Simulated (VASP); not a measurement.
Wanted: the native input for a VASP 6.6.1 run.

```yaml
Task: single point
Functional: r2SCAN
Potentials_or_basis: VASP PAW PBE potentials, release 64 (Hg)
Cutoff: 520 eV
k_mesh: 7 × 7 × 7
Occupations: fermi-dirac, width 0.1 eV
Spin: no spin polarisation
Dipole_correction: no
Further_INCAR_settings: ALGO = Normal; EDIFF = 1e-06; NBANDS = 12
```

The system is Hg.

```
CELL_PARAMETERS angstrom
1.87786 1.08418 2.15473
-1.87786 1.08418 2.15473
0.00000 -2.16837 2.15473
ATOMIC_POSITIONS crystal
Hg 0.00000 0.00000 0.00000
```

The input as run:

POSCAR

```
Hg
1.0
    1.8778599936      1.0841829728      2.1547276236
   -1.8778599936      1.0841829728      2.1547276236
    0.0000000000     -2.1683659456      2.1547276235
Hg
1
Direct
    0.0000000000      0.0000000000      0.0000000000
```

INCAR.step1

```
SYSTEM = Hg
ALGO = Normal
EDIFF = 1E-4
ENCUT = 520
GGA = PE
ISMEAR = -1
LASPH = .TRUE.
LCHARG = .FALSE.
LREAL = .FALSE.
LWAVE = .TRUE.
NBANDS = 12
NELM = 100
PREC = Accurate
SIGMA = 0.1
```

INCAR.step2

```
SYSTEM = Hg
ALGO = Normal
EDIFF = 1E-6
ENCUT = 520
ISIF = 2
ISMEAR = -1
ISTART = 1
LASPH = .TRUE.
LCHARG = .FALSE.
LMIXTAU = .TRUE.
LREAL = .FALSE.
LWAVE = .FALSE.
METAGGA = R2SCAN
NBANDS = 12
NELM = 100
PREC = Accurate
SIGMA = 0.1
```

KPOINTS

```
k-points
0
G
  7 7 7
  0 0 0
```

Potentials or basis: VASP PAW PBE potentials, release 64 (Hg).

The run is started by

```console
$ cat potpaw_PBE.64/Hg/POTCAR > POTCAR
$ cp INCAR.step1 INCAR
$ mpirun -np 1 vasp_std > vasp.out
$ cp INCAR.step2 INCAR
$ mpirun -np 1 vasp_std > vasp.out
```

Results of the run:

- Pressure: 0.9 GPa
- Band gap on the k mesh: zero (bands 6 and 7 overlap by 1.34 eV)

Caveat: the PAW data sets were made with another functional, which shifts forces and pressure a little; spin-orbit coupling is left out, which moves the levels of the heavy elements.

Wall time 19 s on 1 thread of AMD EPYC 9R45 96-Core Processor (Zen 5), with other jobs on the host, peak memory 0.12 GiB.
